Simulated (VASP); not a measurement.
# GaN (F-43m) in VASP: a series of runs

Runs on GaN. Level: PBEsol. Tasks: vibrations by perturbation theory.

Everything below comes from runs of VASP 6.6.1. Logs are shortened: lines on timing, memory, paths and dates and some standing lists are left out, and cuts for length are marked.

## (1) The cell of the first run

Symmetry: F-43m, No. 216, cubic system. Conventional cell: a = 4.521 Å, b = 4.521 Å, c = 4.521 Å, α = 90.00°, β = 90.00°, γ = 90.00°. Within 2.6 Å of Ga (site symmetry -43m) lie 4 N at 1.96 Å. Within 2.6 Å of N (site symmetry -43m) lie 4 Ga at 1.96 Å.

## (2) Vibrations by perturbation theory, PBEsol (11.55 Å³/atom)

INCAR

```
SYSTEM = GaN
PREC = Accurate
ENCUT = 520
EDIFF = 1E-8
ISMEAR = 0
SIGMA = 0.01
LREAL = .FALSE.
LASPH = .TRUE.
NELM = 80
ALGO = Normal
ISIF = 2
LWAVE = .FALSE.
LCHARG = .TRUE.
GGA = PS
IBRION = 8
NSW = 1
```

KPOINTS

```
regular mesh
0
G
  8 8 8
  0 0 0
```

POSCAR

```
GaN
1.0
    0.0000000000      2.2603296940      2.2603296940
    2.2603296940      0.0000000000      2.2603296940
    2.2603296940      2.2603296940      0.0000000000
Ga N
1 1
Direct
    0.0000000000      0.0000000000      0.0000000000
    0.2500000000      0.2500000000      0.2500000000
```

Potentials or basis: VASP PAW PBE potentials, release 64 (Ga_d, N).

Command:

```
$ cat potpaw_PBE.64/Ga_d/POTCAR potpaw_PBE.64/N/POTCAR > POTCAR
$ mpirun -np 1 vasp_std > vasp.out
```

OUTCAR:

```text
SYSTEM = GaN
   PREC = Accurate
   ENCUT = 520
   EDIFF = 1E-8
   ISMEAR = 0
   LREAL = .FALSE.
   LASPH = .TRUE.
   NELM = 80
   ISIF = 2
   GGA = PS
   IBRION = 8
   NSW = 1

 ion  position               nearest neighbor table
   1  0.000  0.000  0.000-   2 1.96   2 1.96   2 1.96   2 1.96
   2  0.250  0.250  0.250-   1 1.96   1 1.96   1 1.96   1 1.96

  LATTYP: Found a face centered cubic cell.
 ALAT       =     4.5206593880

  Lattice vectors:

 A1 = (   0.0000000000,   2.2603296940,   2.2603296940)
 A2 = (   2.2603296940,   0.0000000000,   2.2603296940)
 A3 = (   2.2603296940,   2.2603296940,   0.0000000000)

Analysis of symmetry for initial positions (statically):
=====================================================================
 Subroutine PRICEL returns:
 Original cell was already a primitive cell.

 Routine SETGRP: Setting up the symmetry group for a
 face centered cubic supercell.

 Subroutine GETGRP returns: Found 24 space group operations
 (whereof 24 operations were pure point group operations)
 out of a pool of 48 trial point group operations.

The static configuration has the point symmetry T_d .

Analysis of symmetry for dynamics (positions and initial velocities):
=====================================================================
 Subroutine PRICEL returns:
 Original cell was already a primitive cell.

 Routine SETGRP: Setting up the symmetry group for a
 face centered cubic supercell.

 Subroutine GETGRP returns: Found 24 space group operations
 (whereof 24 operations were pure point group operations)
 out of a pool of 48 trial point group operations.

The dynamic configuration has the point symmetry T_d .

 Subroutine INISYM returns: Found 24 space group operations
 (whereof 24 operations are pure point group operations),
 and found     1 'primitive' translations

----------------------------------------------------------------------------------------

                                     Primitive cell

  volume of cell :      23.0965

  direct lattice vectors                    reciprocal lattice vectors
     0.000000000  2.260329694  2.260329694    -0.221206668  0.221206668  0.221206668
     2.260329694  0.000000000  2.260329694     0.221206668 -0.221206668  0.221206668
     2.260329694  2.260329694  0.000000000     0.221206668  0.221206668 -0.221206668

  length of vectors
     3.196588909  3.196588909  3.196588909     0.383141188  0.383141188  0.383141188

  position of ions in fractional coordinates (direct lattice)
     0.000000000  0.000000000  0.000000000
     0.250000000  0.250000000  0.250000000

  ion indices of the primitive-cell ions
   primitive index   ion index
                 1           1
                 2           2

----------------------------------------------------------------------------------------

 KPOINTS: regular mesh

Automatic generation of k-mesh.
 Grid dimensions read from file:
 generate k-points for:    8    8    8

 Generating k-lattice:

  Cartesian coordinates                     Fractional coordinates (reciprocal lattice)
    -0.027650833  0.027650833  0.027650833     0.125000000  0.000000000  0.000000000
     0.027650833 -0.027650833  0.027650833     0.000000000  0.125000000  0.000000000
     0.027650833  0.027650833 -0.027650833     0.000000000  0.000000000  0.125000000

  Length of vectors
     0.047892648  0.047892648  0.047892648

  Shift w.r.t. Gamma in fractional coordinates (k-lattice)
     0.000000000  0.000000000  0.000000000

 Subroutine IBZKPT returns following result:
 ===========================================

 Found     29 irreducible k-points:

 Following reciprocal coordinates:
            Coordinates               Weight
  0.000000  0.000000  0.000000      1.000000
  0.125000  0.000000  0.000000      8.000000
  0.250000  0.000000  0.000000      8.000000
  0.375000  0.000000  0.000000      8.000000
  0.500000  0.000000  0.000000      4.000000
  0.125000  0.125000  0.000000      6.000000
[... 16 lines left out ...]
  0.500000  0.250000  0.125000     48.000000
 -0.375000  0.250000  0.125000     24.000000
 [... further k-points ...]
   k-points           NKPTS =     29   k-points in BZ     NKDIM =     29   number of bands    NBANDS=     13
   number of dos      NEDOS =    301   number of ions     NIONS =      2
   total plane-waves  NPLWV =  13824
   dimension x,y,z NGX =    24 NGY =   24 NGZ =   24
   dimension x,y,z NGXF=    48 NGYF=   48 NGZF=   48
   ions per type =               1   1
   NGX,Y,Z   is equivalent  to a cutoff of  12.48, 12.48, 12.48 a.u.
   NGXF,Y,Z  is equivalent  to a cutoff of  24.96, 24.96, 24.96 a.u.
 SYSTEM =  GaN
   PREC   = accura    normal or accurate (medium, high low for compatibility)
   ISTART =      0    job   : 0-new  1-cont  2-samecut
   ICHARG =      2    charge: 1-file 2-atom 10-const
   ISPIN  =      1    spin polarized calculation?
   LNONCOLLINEAR =      F non collinear calculations
   LSORBIT =      F    spin-orbit coupling
   LASPH  =      T    aspherical Exc in radial PAW
   ENCUT  =  520.0 eV  38.22 Ry    6.18 a.u.   5.94  5.94  5.94*2*pi/ulx,y,z
   NELM   =     80;   NELMIN=  2; NELMDL= -5     # of ELM steps
   EDIFF  = 0.1E-07   stopping-criterion for ELM
   LREAL  =      F    real-space projection
   EDIFFG = 0.1E-06   stopping-criterion for IOM
   NSW    =      1    number of steps for IOM
   IBRION =      8    ionic relax: 0-MD 1-quasi-New 2-CG
   NFREE  =      0    steps in history (QN), initial steepest desc. (CG)
   ISIF   =      2    stress and relaxation
   ISYM   =      2    0-nonsym 1-usesym 2-fastsym
   POTIM  = 0.5000    time-step for ionic-motion
   TEBEG  =    0.0;   TEEND  =   0.0 temperature during run
   PSTRESS=    0.0 pullay stress
   NELECT =      18.0000    total number of electrons
   NUPDOWN=      -1.0000    fix difference up-down
   EMIN   =  10.00;   EMAX   =-10.00  energy-range for DOS
   EFERMI =   0.00;   METHOD = LEGACY
   ISMEAR =     0;   SIGMA  =   0.01  broadening in eV -4-tet -1-fermi 0-gaus
   EFERMI_NEDOS =   21; number of points for ismear=-14 and -15
   IALGO  =     38    algorithm
   IMIX   =      4    mixing-type and parameters
     AMIX     =   0.40;   BMIX     =  1.00
     AMIX_MAG =   1.60;   BMIX_MAG =  1.00
  volume/ion in A,a.u.               =      11.55        77.93
  Fermi-wavevector in a.u.,A,eV,Ry     =   1.506551  2.846969 30.881093  2.269696
  Thomas-Fermi vector in A             =   2.617254
   LORBIT       =      0    0 simple, 1 ext, 2 COOP (PROOUT), +10 PAW based schemes
   GGA     = PS    functional components
   LHFCALC =     F    Hartree Fock is set to
   AEXX    =    0.0000 exact exchange contribution
   IVDW    =     0    specifies the selected vdW correction
   LEPSILON=     F    determine dielectric tensor
   LRPA    =     F    only Hartree local field effects (RPA)
 non-spin polarized calculation
 Gauss-broadening in eV      SIGMA  =   0.01
  energy-cutoff  :      520.00
  volume of cell :       23.10
 maximum number of plane-waves:       636
   NGX = 11   NGY = 11   NGZ = 11

--------------------------------------- Ionic step        1  -------------------------------------------

 number of electron      17.9999997 magnetization

 Free energy of the ion-electron system (eV)
  ---------------------------------------------------
  ext. energy  EPLUGINS =         0.00000000
  ---------------------------------------------------
  free energy    TOTEN  =       -13.11881266 eV

  energy without entropy =      -13.11881266  energy(sigma->0) =      -13.11881266

 E-fermi :   5.1291     XC(G=0): -11.8532

 val. band max:        5.0513016291   @ k =   0.0000   0.0000   0.0000
 cond. band min:       6.6760607466   @ k =   0.0000   0.0000   0.0000
 fundamental gap:      1.6247591175
 Fermi energy:         5.1291317558

 k-point     1 :       0.0000    0.0000    0.0000
  band No.  band energies     occupation
      1     -10.8026      2.00000
      2      -8.3440      2.00000
      3      -8.3440      2.00000
      4      -8.3440      2.00000
      5      -8.0282      2.00000
      6      -8.0282      2.00000
      7       5.0513      2.00000
      8       5.0513      2.00000
      9       5.0513      2.00000
     10       6.6761      0.00000
     11      15.1977      0.00000
     12      15.1977      0.00000
     13      15.1977      0.00000
[... 354 lines left out ...]
  band No.  band energies     occupation
      1      -9.7928      2.00000
      2      -8.2417      2.00000
      3      -8.1800      2.00000
      4      -8.0483      2.00000
      5      -7.9957      2.00000
      6      -6.4640      2.00000
      7      -1.3785      2.00000
      8       2.0364      2.00000
      9       3.2803      2.00000
     10      11.5490      0.00000
     11      11.9343      0.00000
     12      14.9761      0.00000
     13      16.5950      0.00000

 [... further k-points ...]

------------------------ aborting loop because EDIFF is reached ----------------------------------------

  FORCE on cell =-STRESS in cart. coord.  units (eV):
  Direction    XX          YY          ZZ          XY          YZ          ZX
  --------------------------------------------------------------------------------------
  -------------------------------------------------------------------------------------
  Total       -0.4250986     -0.4250986     -0.4250986      0.0000000      0.0000000      0.0000000
  in kB      -29.4886489    -29.4886489    -29.4886489      0.0000000      0.0000000      0.0000000
  external PRESSURE =     -29.4886489 kB  Pullay stress =       0.0000000 kB

 VOLUME and BASIS-vectors are now :
 -----------------------------------------------------------------------------
  energy-cutoff  :      520.00
  volume of cell :       23.10
      direct lattice vectors                 reciprocal lattice vectors
     0.000000000  2.260329694  2.260329694    -0.221206668  0.221206668  0.221206668
     2.260329694  0.000000000  2.260329694     0.221206668 -0.221206668  0.221206668
     2.260329694  2.260329694  0.000000000     0.221206668  0.221206668 -0.221206668

 POSITION                                       TOTAL-FORCE (eV/Angst)
 -----------------------------------------------------------------------------------
      0.00000      0.00000      0.00000         0.000000     -0.000000      0.000000
      1.13016      1.13016      1.13016        -0.000000      0.000000     -0.000000
 -----------------------------------------------------------------------------------
    total drift:                                0.000001      0.000001      0.000001

  FREE ENERGIE OF THE ION-ELECTRON SYSTEM (eV)
  ---------------------------------------------------
  free  energy   TOTEN  =       -13.1188126580 eV

  energy  without entropy=      -13.1188126580  energy(sigma->0) =      -13.11881266

[... ionic steps 2 to 3 ...]

--------------------------------------- Ionic step        4  -------------------------------------------

------------------------ aborting loop because EDIFF is reached ----------------------------------------

[... ionic steps 5 to 6 ...]

--------------------------------------- Ionic step        7  -------------------------------------------

 Free energy of the ion-electron system (eV)
  ---------------------------------------------------
  ---------------------------------------------------
  free energy    TOTEN  =        -0.23142172 eV

  energy without entropy =       -0.23142172

------------------------ aborting loop because EDIFF is reached ----------------------------------------

 INTERNAL STRAIN TENSOR  FOR ION    2  DIRECTION 1   (eV/Angst):
 -----------------------------------------------------------------------------
     0.00428  0.00000  0.00000
     0.00000 -0.00724 -7.37245
     0.00000 -7.37245 -0.00724

 INTERNAL STRAIN TENSOR FOR ION    2 for displacements in x,y,z  (eV/Angst):
          X           Y           Z          XY          YZ          ZX
  --------------------------------------------------------------------------------
  x     0.00000     0.00000     0.00000     0.00000    -7.37245     0.00000
  y     0.00000     0.00000     0.00000     0.00000     0.00000    -7.37245
  z     0.00000     0.00000     0.00000    -7.37245     0.00000     0.00000

 SECOND DERIVATIVES (NOT SYMMETRIZED)
 ------------------------------------
               1X          1Y          1Z          2X          2Y          2Z
  1X   -11.613164    0.000000    0.000000   11.613164    0.000000    0.000000
  1Y     0.000000  -11.613164    0.000000    0.000000   11.613164    0.000000
  1Z     0.000000    0.000000  -11.613164    0.000000    0.000000   11.613164
  2X    11.644350    0.000000    0.000000  -11.644350    0.000000    0.000000
  2Y     0.000000   11.644350    0.000000    0.000000  -11.644350    0.000000
  2Z     0.000000    0.000000   11.644350    0.000000    0.000000  -11.644350

 Eigenvectors and eigenvalues of the dynamical matrix
 ----------------------------------------------------

   1 f  =   15.619551 THz    98.140536 2PiTHz  521.012156 cm-1    64.597245 meV
             X         Y         Z           dx          dy          dz
      0.000000  0.000000  0.000000     0.000000    0.408479    0.000000
      1.130165  1.130165  1.130165     0.000000   -0.912768    0.000000
[... 21 lines left out ...]
   6 f/i=    0.007809 THz     0.049066 2PiTHz    0.260482 cm-1     0.032296 meV
             X         Y         Z           dx          dy          dz
      0.000000  0.000000  0.000000     0.000000    0.000000    0.912768
      1.130165  1.130165  1.130165     0.000000    0.000000    0.408479

--------------------------------------------------------------------------------------------------------

 ELASTIC MODULI CONTR FROM IONIC RELAXATION (kBar)
 Direction    XX          YY          ZZ          XY          YZ          ZX
 --------------------------------------------------------------------------------
 XX          -0.0000     -0.0000     -0.0000      0.0000      0.0000      0.0000
 YY          -0.0000     -0.0000     -0.0000      0.0000      0.0000      0.0000
 ZZ          -0.0000     -0.0000     -0.0000      0.0000      0.0000      0.0000
 XY           0.0000      0.0000      0.0000   -297.3398     -0.0000      0.0000
 YZ           0.0000      0.0000      0.0000     -0.0000   -297.3398      0.0000
 ZX           0.0000      0.0000      0.0000      0.0000      0.0000   -297.3398
 --------------------------------------------------------------------------------
```

Wall time 77 s (1 thread of Intel Xeon Platinum 8488C (Sapphire Rapids), shared host); peak memory 0.21 GiB.

Results:

| Property | Result |
| --- | --- |
| Highest phonon frequency at Γ, LO-TO splitting left out | 521 cm⁻¹ |

Phonon frequencies in cm⁻¹ (negative: imaginary):
```tsv
q point	frequencies
(0.000, 0.000, 0.000)	0 0 0 521 521 521
```

Caveat: the cell stands under pressure or tension, which shifts response properties; the PAW data sets were made with another functional, which shifts forces and pressure a little.

## (3) Vibrations by perturbation theory, PBEsol

This run uses another cell than the first one, of 11.38 Å³/atom.

INCAR

```
SYSTEM = GaN
ALGO = Normal ; EDIFF = 1E-8
ENCUT = 520 ; GGA = PS
IBRION = 8 ; ISIF = 2
ISMEAR = 0 ; LASPH = .TRUE.
LCHARG = .FALSE. ; LEPSILON = .TRUE.
LREAL = .FALSE. ; LWAVE = .FALSE.
NBANDS = 16 ; NELM = 60
NSW = 1 ; PREC = Accurate
SIGMA = 0.01
```

KPOINTS

```
k-points
0
G
  8 8 8
  0 0 0
```

POSCAR

```
GaN
1.0
    0.0000000000      2.2491397598      2.2491397598
    2.2491397598      0.0000000000      2.2491397598
    2.2491397598      2.2491397598      0.0000000000
Ga N
1 1
Direct
    0.0000000000      0.0000000000      0.0000000000
    0.2500000000      0.2500000000      0.2500000000
```

Potentials or basis: VASP PAW PBE potentials, release 64 (Ga_d, N).

Command:

```
$ cat potpaw_PBE.64/Ga_d/POTCAR potpaw_PBE.64/N/POTCAR > POTCAR
$ mpirun -np 1 vasp_std > vasp.out
```

OUTCAR:

```text
SYSTEM = GaN
   EDIFF = 1E-8
   ENCUT = 520
   GGA = PS
   IBRION = 8
   ISIF = 2
   ISMEAR = 0
   LASPH = .TRUE.
   LEPSILON = .TRUE.
   LREAL = .FALSE.
   NELM = 60
   NSW = 1
   PREC = Accurate

 ion  position               nearest neighbor table
   1  0.000  0.000  0.000-   2 1.95   2 1.95   2 1.95   2 1.95
   2  0.250  0.250  0.250-   1 1.95   1 1.95   1 1.95   1 1.95
[... 786 lines left out ...]
      0.000000  0.000000  0.000000    -0.409297    0.000000   -0.000000
      1.124570  1.124570  1.124570     0.912401   -0.000000   -0.000000
[... 21 lines left out ...]
   6 f/i=    0.006337 THz     0.039817 2PiTHz    0.211380 cm-1     0.026208 meV
             X         Y         Z           dx          dy          dz
      0.000000  0.000000  0.000000     0.027487   -0.477787    0.776814
      1.124570  1.124570  1.124570     0.012330   -0.214332    0.348474

--------------------------------------------------------------------------------------------------------

 MACROSCOPIC STATIC DIELECTRIC TENSOR IONIC CONTRIBUTION
 ------------------------------------------------------
           4.608948     0.000000    -0.000000
           0.000000     4.608948    -0.000000
          -0.000000    -0.000000     4.608948
 ------------------------------------------------------

 ELASTIC MODULI CONTR FROM IONIC RELAXATION (kBar)
 Direction    XX          YY          ZZ          XY          YZ          ZX
 --------------------------------------------------------------------------------
 XX          -0.0000      0.0000      0.0000      0.0000      0.0000      0.0000
 YY           0.0000     -0.0000      0.0000      0.0000      0.0000     -0.0000
 ZZ           0.0000      0.0000     -0.0000      0.0000      0.0000      0.0000
 XY           0.0000      0.0000      0.0000   -356.0693      0.0000      0.0000
 YZ           0.0000      0.0000      0.0000      0.0000   -356.0693      0.0000
 ZX           0.0000     -0.0000      0.0000      0.0000      0.0000   -356.0693
 --------------------------------------------------------------------------------

 PIEZOELECTRIC TENSOR IONIC CONTR  for field in x, y, z        (C/m^2)
          XX          YY          ZZ          XY          YZ          ZX
  --------------------------------------------------------------------------------
  x    -0.00000     0.00000     0.00000     0.00000     1.20543     0.00000
  y     0.00000     0.00000     0.00000     0.00000     0.00000     1.20543
  z     0.00000    -0.00000    -0.00000     1.20543    -0.00000    -0.00000
```

It took 2.5 min on 1 thread of Intel Xeon Platinum 8488C (Sapphire Rapids), shared host; peak memory 0.21 GiB.

What came out:

```yaml
Electronic_dielectric_tensor_diagonal: 6.23
Born_charges_mean_of_the_diagonal: Ga +2.66; N -2.66 e
Highest_phonon_frequency_at_Γ_LO-TO_splitting_left_out: 533 cm⁻¹
```

Phonon frequencies in cm⁻¹ (negative: imaginary):
| q point | frequencies |
| --- | --- |
| (0.000, 0.000, 0.000) | 0 0 0 533 533 533 |

Electronic dielectric tensor:
```
6.23 0.00 0.00
0.00 6.23 0.00
0.00 0.00 6.23
```

Born effective charge tensors (e):
atom 1, Ga
```
2.66 0.00 0.00
0.00 2.66 0.00
0.00 0.00 2.66
```
atom 2, N
```
-2.66  0.00  0.00
 0.00 -2.66  0.00
 0.00  0.00 -2.66
```

Caveat: the PAW data sets were made with another functional, which shifts forces and pressure a little.

[end of part 1 of 2]
